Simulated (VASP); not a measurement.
# Ta (Immm) in VASP: single point with PBEsol

Aim: the single point of Ta with PBEsol.

Everything below comes from runs of VASP 6.6.1. Logs are shortened: lines on timing, memory, paths and dates and some standing lists are left out, and cuts for length are marked.

## 1. The cell of the first run

It takes space group Immm (No. 71, orthorhombic). The conventional cell has a = 3.170 Å, b = 3.303 Å, c = 3.435 Å, α = 90.00°, β = 90.00°, γ = 90.00°. Within 3.8 Å of Ta (site symmetry mmm) lie 14 Ta at 2.86 to 3.43 Å.

## 2. Single point, PBEsol (strain -0.0400 x Voigt [1, -1, 0, 0, 0, 0])

The input, INCAR:

```
PREC = Accurate
ENCUT = 520
EDIFF = 1E-7
ISMEAR = 0
SIGMA = 0.15
LREAL = F
LASPH = T
NELM = 100
ALGO = Fast
ISIF = 2
LWAVE = F
LCHARG = F
GGA = PS
NBANDS = 12
```

The input, KPOINTS:

```
regular mesh
0
Gamma
  20 20 20
```

The input, POSCAR:

```
Ta
1.0
   -1.5852288000      1.7173312000      1.6512800000
    1.5852288000     -1.7173312000      1.6512800000
    1.5852288000      1.7173312000     -1.6512800000
Ta
1
Direct
    0.0000000000      0.0000000000      0.0000000000
```

Potentials or basis: VASP PAW PBE potentials, release 64 (Ta_pv).

The run is started by

```sh
cat potpaw_PBE.64/Ta_pv/POTCAR > POTCAR
mpirun -np 1 vasp_std > vasp.out
```

OUTCAR:

```text
PREC = Accurate
   ENCUT = 520
   EDIFF = 1E-7
   ISMEAR = 0
   LREAL = F
   LASPH = T
   NELM = 100
   ISIF = 2
   GGA = PS

 ion  position               nearest neighbor table
   1  0.000  0.000  0.000-

  LATTYP: Found a body centered orthorhombic cell.
 ALAT       =     3.1704576000
 B/A-ratio  =     1.0416666667
 C/A-ratio  =     1.0833333333

  Lattice vectors:

 A1 = (  -1.5852288000,  -1.7173312000,   1.6512800000)
 A2 = (   1.5852288000,  -1.7173312000,  -1.6512800000)
 A3 = (   1.5852288000,   1.7173312000,   1.6512800000)

Analysis of symmetry for initial positions (statically):
=====================================================================
 Subroutine PRICEL returns:
 Original cell was already a primitive cell.

 Routine SETGRP: Setting up the symmetry group for a
 body centered orthorhombic supercell.

 Subroutine GETGRP returns: Found  8 space group operations
 (whereof  8 operations were pure point group operations)
 out of a pool of  8 trial point group operations.

The static configuration has the point symmetry D_2h.

Analysis of symmetry for dynamics (positions and initial velocities):
=====================================================================
 Subroutine PRICEL returns:
 Original cell was already a primitive cell.

 Routine SETGRP: Setting up the symmetry group for a
 body centered orthorhombic supercell.

 Subroutine GETGRP returns: Found  8 space group operations
 (whereof  8 operations were pure point group operations)
 out of a pool of  8 trial point group operations.

The dynamic configuration has the point symmetry D_2h.

 Subroutine INISYM returns: Found  8 space group operations
 (whereof  8 operations are pure point group operations),
 and found     1 'primitive' translations

----------------------------------------------------------------------------------------

                                     Primitive cell

  volume of cell :      17.9815

  direct lattice vectors                    reciprocal lattice vectors
    -1.585228800  1.717331200  1.651280000     0.000000000  0.291149430  0.302795407
     1.585228800 -1.717331200  1.651280000     0.315411882  0.000000000  0.302795407
     1.585228800  1.717331200 -1.651280000     0.315411882  0.291149430  0.000000000

  length of vectors
     2.861625838  2.861625838  2.861625838     0.420063149  0.437229590  0.429246603

  position of ions in fractional coordinates (direct lattice)
     0.000000000  0.000000000  0.000000000

  ion indices of the primitive-cell ions
   primitive index   ion index
                 1           1

----------------------------------------------------------------------------------------

 KPOINTS: regular mesh

Automatic generation of k-mesh.
 Grid dimensions read from file:
 generate k-points for:   20   20   20

 Generating k-lattice:

  Cartesian coordinates                     Fractional coordinates (reciprocal lattice)
     0.000000000  0.014557471  0.015139770     0.050000000  0.000000000 -0.000000000
     0.015770594  0.000000000  0.015139770    -0.000000000  0.050000000  0.000000000
     0.015770594  0.014557471  0.000000000    -0.000000000  0.000000000  0.050000000

  Length of vectors
     0.021003157  0.021861479  0.021462330

  Shift w.r.t. Gamma in fractional coordinates (k-lattice)
     0.000000000  0.000000000  0.000000000

 Subroutine IBZKPT returns following result:
 ===========================================

 Found   1166 irreducible k-points:

 Following reciprocal coordinates:
            Coordinates               Weight
  0.000000  0.000000  0.000000      1.000000
  0.050000  0.000000 -0.000000      4.000000
  0.100000  0.000000 -0.000000      4.000000
  0.150000  0.000000  0.000000      4.000000
  0.200000  0.000000 -0.000000      4.000000
  0.250000  0.000000 -0.000000      4.000000
[... 16 lines left out ...]
 -0.450000  0.050000  0.000000      8.000000
 -0.400000  0.050000  0.000000      8.000000
 [... further k-points ...]
   k-points           NKPTS =   1166   k-points in BZ     NKDIM =   1166   number of bands    NBANDS=     12
   number of dos      NEDOS =    301   number of ions     NIONS =      1
   total plane-waves  NPLWV =  13824
   dimension x,y,z NGX =    24 NGY =   24 NGZ =   24
   dimension x,y,z NGXF=    48 NGYF=   48 NGZF=   48
   ions per type =               1
   NGX,Y,Z   is equivalent  to a cutoff of  13.94, 13.94, 13.94 a.u.
   NGXF,Y,Z  is equivalent  to a cutoff of  27.89, 27.89, 27.89 a.u.
 SYSTEM =  unknown system
   PREC   = accura    normal or accurate (medium, high low for compatibility)
   ISTART =      0    job   : 0-new  1-cont  2-samecut
   ICHARG =      2    charge: 1-file 2-atom 10-const
   ISPIN  =      1    spin polarized calculation?
   LNONCOLLINEAR =      F non collinear calculations
   LSORBIT =      F    spin-orbit coupling
   LASPH  =      T    aspherical Exc in radial PAW
   ENCUT  =  520.0 eV  38.22 Ry    6.18 a.u.   5.32  5.32  5.32*2*pi/ulx,y,z
   NELM   =    100;   NELMIN=  2; NELMDL= -5     # of ELM steps
   EDIFF  = 0.1E-06   stopping-criterion for ELM
   LREAL  =      F    real-space projection
   EDIFFG = 0.1E-05   stopping-criterion for IOM
   NSW    =      0    number of steps for IOM
   IBRION =     -1    ionic relax: 0-MD 1-quasi-New 2-CG
   NFREE  =      0    steps in history (QN), initial steepest desc. (CG)
   ISIF   =      2    stress and relaxation
   ISYM   =      2    0-nonsym 1-usesym 2-fastsym
   POTIM  = 0.5000    time-step for ionic-motion
   TEBEG  =    0.0;   TEEND  =   0.0 temperature during run
   PSTRESS=    0.0 pullay stress
   NELECT =      11.0000    total number of electrons
   NUPDOWN=      -1.0000    fix difference up-down
   EMIN   =  10.00;   EMAX   =-10.00  energy-range for DOS
   EFERMI =   0.00;   METHOD = LEGACY
   ISMEAR =     0;   SIGMA  =   0.15  broadening in eV -4-tet -1-fermi 0-gaus
   EFERMI_NEDOS =   21; number of points for ismear=-14 and -15
   IALGO  =     68    algorithm
   IMIX   =      4    mixing-type and parameters
     AMIX     =   0.40;   BMIX     =  1.00
     AMIX_MAG =   1.60;   BMIX_MAG =  1.00
  volume/ion in A,a.u.               =      17.98       121.35
  Fermi-wavevector in a.u.,A,eV,Ry     =   1.389729  2.626207 26.277571  1.931347
  Thomas-Fermi vector in A             =   2.513732
   LORBIT       =      0    0 simple, 1 ext, 2 COOP (PROOUT), +10 PAW based schemes
   GGA     = PS    functional components
   LHFCALC =     F    Hartree Fock is set to
   AEXX    =    0.0000 exact exchange contribution
   IVDW    =     0    specifies the selected vdW correction
   LEPSILON=     F    determine dielectric tensor
   LRPA    =     F    only Hartree local field effects (RPA)
 non-spin polarized calculation
 RMM-DIIS sequential band-by-band and
 Gauss-broadening in eV      SIGMA  =   0.15
  energy-cutoff  :      520.00
  volume of cell :       17.98
 maximum number of plane-waves:       497
 NGX is ok and might be reduce to    24
   NGX = 11   NGY = 11   NGZ = 11

 number of electron      11.0000000 magnetization

 Free energy of the ion-electron system (eV)
  ---------------------------------------------------
  ext. energy  EPLUGINS =         0.00000000
  ---------------------------------------------------
  free energy    TOTEN  =       -12.53576383 eV

  energy without entropy =      -12.52057466  energy(sigma->0) =      -12.52816924

 E-fermi :   5.3490     XC(G=0): -12.7363

 val. band max:        5.3472534461   @ k =  -0.1500   0.4500   0.1000
 cond. band min:       5.3489991482   @ k =   0.1000   0.3000   0.0500
 fundamental gap:      0.0017457021
 Fermi energy:         5.3489633309

 k-point     1 :       0.0000    0.0000    0.0000
  band No.  band energies     occupation
      1     -27.6907      2.00000
      2     -27.6871      2.00000
      3     -27.6737      2.00000
      4      -2.6009      2.00000
      5       5.5809      0.02874
      6       6.1361      0.00000
      7       6.5926      0.00000
      8       8.6772      0.00000
      9       9.8811      0.00000
     10      19.7341      0.00000
     11      20.3969      0.00000
     12      21.1884      0.00000

 k-point     2 :       0.0500    0.0000   -0.0000
  band No.  band energies     occupation
      1     -27.7207      2.00000
      2     -27.6883      2.00000
      3     -27.6823      2.00000
      4      -2.4926      2.00000
      5       5.5750      0.03310
      6       6.1485      0.00000
      7       6.6222      0.00000
      8       8.5738      0.00000
      9       9.8550      0.00000
     10      19.9285      0.00000
     11      20.5833      0.00000
     12      21.3710      0.00000

 k-point     3 :       0.1000    0.0000   -0.0000
  band No.  band energies     occupation
      1     -27.8121      2.00000
      2     -27.7072      2.00000
      3     -27.6868      2.00000
      4      -2.1771      2.00000
      5       5.5393      0.07269
      6       6.0660      0.00000
      7       6.8401      0.00000
      8       8.3314      0.00000
      9       9.7923      0.00000
     10      20.3455      0.00000
     11      21.1571      0.00000
     12      21.9056      0.00000
[... 286 lines left out ...]
 k-point    23 :      -0.4500    0.0500    0.0000
  band No.  band energies     occupation
      1     -28.8119      2.00000
      2     -28.0072      2.00000
      3     -27.6794      2.00000
      4       0.9608      2.00000
      5       4.4361      2.00000
      6       6.0043      0.00000
      7       8.5130      0.00000
      8       9.9371      0.00000
      9      12.4757      0.00000
     10      17.2234      0.00000
     11      18.1785      0.00000
     12      20.0176      0.00000

 k-point    24 :      -0.4000    0.0500    0.0000
  band No.  band energies     occupation
      1     -28.7116      2.00000
      2     -27.9754      2.00000
      3     -27.6807      2.00000
      4       0.8297      2.00000
      5       4.5867      2.00000
      6       5.4460      0.36016
      7       8.5192      0.00000
      8       9.7944      0.00000
      9      11.5580      0.00000
     10      17.9477      0.00000
     11      18.9509      0.00000
     12      20.0248      0.00000

 [... further k-points ...]

------------------------ aborting loop because EDIFF is reached ----------------------------------------

  FORCE on cell =-STRESS in cart. coord.  units (eV):
  Direction    XX          YY          ZZ          XY          YZ          ZX
  --------------------------------------------------------------------------------------
  -------------------------------------------------------------------------------------
  Total        0.1311562     -0.7843285     -0.3141600      0.0000000      0.0000000     -0.0000000
  in kB       11.6861827    -69.8846574    -27.9920555      0.0000000      0.0000000     -0.0000000
  external PRESSURE =     -28.7301767 kB  Pullay stress =       0.0000000 kB

 VOLUME and BASIS-vectors are now :
 -----------------------------------------------------------------------------
  energy-cutoff  :      520.00
  volume of cell :       17.98
      direct lattice vectors                 reciprocal lattice vectors
    -1.585228800  1.717331200  1.651280000     0.000000000  0.291149430  0.302795407
     1.585228800 -1.717331200  1.651280000     0.315411882  0.000000000  0.302795407
     1.585228800  1.717331200 -1.651280000     0.315411882  0.291149430  0.000000000

 POSITION                                       TOTAL-FORCE (eV/Angst)
 -----------------------------------------------------------------------------------
      0.00000      0.00000      0.00000         0.000000     -0.000000     -0.000000
 -----------------------------------------------------------------------------------
    total drift:                                0.000000      0.000000      0.000000

  FREE ENERGIE OF THE ION-ELECTRON SYSTEM (eV)
  ---------------------------------------------------
  free  energy   TOTEN  =       -12.5357638317 eV

  energy  without entropy=      -12.5205746577  energy(sigma->0) =      -12.52816924
```

Wall time 2.7 min (1 thread of Intel Xeon Platinum 8488C (Sapphire Rapids), shared host); peak memory 0.34 GiB.

Results:

* Free energy: -12.5358 eV
* Pressure: -2.9 GPa
* Band gap on the k mesh: zero (an odd number of electrons rules out a gap without spin polarisation)

Caveat: the cell differs from its parent crystal (strain -0.0400 x Voigt [1, -1, 0, 0, 0, 0]); the PAW data sets were made with another functional, which shifts forces and pressure a little; spin-orbit coupling is left out, which moves the levels of the heavy elements.
